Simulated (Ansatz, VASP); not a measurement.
## CrSbC3: VASP beside Ansatz

```xyz
5
Lattice="4.0306 0.0000 0.0000 0.0000 4.0306 0.0000 0.0000 0.0000 3.8462" Properties=species:S:1:pos:R:3 pbc="T T T"
Cr    2.0153    2.0153    1.7202
Sb    0.0000    0.0000    0.6108
C     2.0153    2.0153    3.5967
C     0.0000    2.0153    1.7669
C     2.0153    0.0000    1.7669
```

Alike in both runs: task relaxation of cell and atoms; functional PBE; k mesh 10 × 10 × 10; occupations gaussian, width 0.1 eV; no spin polarisation.

```csv
,VASP,Ansatz
version,VASP 6.6.1,Ansatz 0.2.0
potentials or method,"VASP PAW PBE potentials, release 64 (Cr_pv, Sb, C), cutoff 600 eV","scalar-relativistic, plane waves, PAW"
valence electrons in the cell,29,41
```

Ansatz gave:

| Quantity | Value |
| --- | --- |
| gap on the k mesh at the Fermi level, each at its own relaxed structure (eV) | none |
| relaxed volume (Å³/atom) | 12.59 |
| relaxed cell length with the largest relative difference (Å) | 4.034 |

Task: What did VASP give for the same quantities?

Result: gap on the k mesh at the Fermi level, each at its own relaxed structure (eV): none; relaxed volume (Å³/atom): 12.53; relaxed cell length with the largest relative difference (Å): 4.027.

A gap of «none» marks a metal or a gap that the smearing closes. VASP's potentials hold 29 valence electrons a cell and Ansatz's 41, so a difference there can come from the potentials and not from the codes.

Neither program's run includes spin-orbit coupling.
